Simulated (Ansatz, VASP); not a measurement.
# LiF in VASP and in Ansatz

```
Li F
1.0
     0.00000    2.01400    1.97372
     2.01400    0.00000    1.97372
     2.01400    2.01400    0.00000
Li F
1 1
Direct
  0.00000 0.00000 0.00000
  0.50000 0.50000 0.50000
```

Change from the starting cell: zz strain of -2 %.

Alike in both runs: task single point; functional PBE; k mesh 10 × 10 × 10; occupations fermi-dirac, width 0.03 eV; no spin polarisation.

|  | VASP | Ansatz |
| --- | --- | --- |
| version | VASP 6.6.1 | Ansatz 0.2.0 |
| potentials or method | VASP PAW PBE potentials, release 64 (Li_sv, F), cutoff 520 eV | all-electron LAPW, scalar-relativistic |

|  | VASP | Ansatz | Ansatz less VASP |
| --- | --- | --- | --- |
| gap on the k mesh at the Fermi level (eV) | 9.26 | 9.23 | -0.027 |

Ansatz ran all-electron here, and VASP with PAW potentials.

Noted on VASP's run: the cutoff is under 1.25 times that of the potentials, so the pressure is a little rough.
